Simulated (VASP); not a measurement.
Wanted: the native input for a VASP 6.6.1 run.

| Property | Result |
| --- | --- |
| Task | electric field gradients |
| Functional | PBE |
| Potentials or basis | VASP PAW PBE potentials, release 64 (Zn, Cu, S) |
| Cutoff | 520 eV |
| k mesh | 3 × 3 × 2 |
| Occupations | fermi-dirac, width 0.01 eV |
| Spin | no spin polarisation |
| Hubbard terms | Cu d U = 8.0 eV |
| Dipole correction | no |
| Further INCAR settings | LREAL = Auto; ALGO = Normal; EDIFF = 1e-08; NBANDS = 126 |

The structure of Zn11CuS12 (a cell with a defect) lies in POSCAR:

```
Zn11CuS12
1.0
    5.7340500000      3.3105553110      0.0000000000
   -5.7340500000      3.3105553110      0.0000000000
    0.0000000000      0.0000000000     12.5200000000
Zn Cu S
11 1 12
Direct
    0.0000000000      0.0000000000      0.0000000000
    0.3333333333      0.6666666667      0.0000000000
    0.6666666667      0.3333333333      0.0000000000
    0.0000000000      0.0000000000      0.5000000000
    0.3333333333      0.6666666667      0.5000000000
    0.6666666667      0.3333333333      0.5000000000
    0.6666666667      0.0000000000      0.2500000000
    0.0000000000      0.6666666667      0.2500000000
    0.3333333333      1.0000000000      0.7500000000
    0.6666666667      0.6666666666      0.7500000000
    0.0000000000      0.3333333333      0.7500000000
    0.3333333333      0.3333333334      0.2500000000
    0.0000000000      0.0000000000      0.1875000000
    0.3333333333      0.6666666667      0.1875000000
    0.6666666667      0.3333333333      0.1875000000
    0.0000000000      0.0000000000      0.6875000000
    0.3333333333      0.6666666667      0.6875000000
    0.6666666667      0.3333333333      0.6875000000
    0.3333333333      0.3333333334      0.4375000000
    0.6666666667      0.0000000000      0.4375000000
    0.0000000000      0.6666666667      0.4375000000
    0.3333333333      1.0000000000      0.9375000000
    0.6666666667      0.6666666666      0.9375000000
    0.0000000000      0.3333333333      0.9375000000
```

These files were run (other wordings do the same):

INCAR

```
SYSTEM = Zn11CuS12
PREC     = Accurate       ! precision mode
ENCUT    = 520            ! plane-wave cutoff, eV
EDIFF    = 1E-8           ! SCF threshold, eV
ISMEAR   = -1             ! smearing method
SIGMA    = 0.01           ! smearing width, eV
LREAL    = Auto         
LASPH    = .True.         ! aspherical terms in the spheres
NELM     = 150            ! most SCF steps
ALGO     = Normal         ! electronic algorithm
ISIF     = 2              ! what is computed and relaxed
LWAVE    = .False.        ! write WAVECAR
LCHARG   = .False.        ! write CHGCAR
LMAXMIX  = 4              ! l up to which the mixer works
LDAU     = .True.         ! DFT+U
LDAUTYPE = 2            
LDAUL    = -1 2 -1        ! shell
LDAUU    = 0 8 0          ! U, eV
LDAUJ    = 0 0 0        
LDAUPRINT= 1            
GGA      = PE             ! functional
LEFG     = .True.       
NBANDS   = 126            ! bands
KPAR     = 4
```

KPOINTS

```
Automatic mesh
0
Gamma
  3 3 2
  0 0 0
```

Potentials or basis: VASP PAW PBE potentials, release 64 (Zn, Cu, S).

Run with:

```sh
$ cat potpaw_PBE.64/Zn/POTCAR potpaw_PBE.64/Cu/POTCAR potpaw_PBE.64/S/POTCAR > POTCAR
$ mpirun -np 4 vasp_std > vasp.out
```

Results of the run:

```yaml
Pressure: 0.8 GPa
Largest_force: 0.229 eV/Å
Band_gap_on_the_k_mesh: zero (an odd number of electrons rules out a gap without spin polarisation)
Largest_electric_field_gradient_by_atom: Zn -1.4, +6.0, -1.7, +1.7 (each value once); Cu -8.7; S -18.8, +6.3, -14.2, +4.1, +7.4 (each value once) V/Å²
```

Caveat: the k points lie up to 0.37 Å⁻¹ apart, too coarse for converged energies and pressures of a metal; without QUAD_EFG the Cq values of the log hold for a quadrupole moment of 1 mb, not for the nuclei; U without spin polarisation on a metal has little footing.

Wall time 5.7 min on 4 MPI ranks on Intel(R) Xeon(R) Platinum 8375C CPU @ 2.90GHz (Ice Lake) (shared host), peak memory 0.67 GiB a rank.
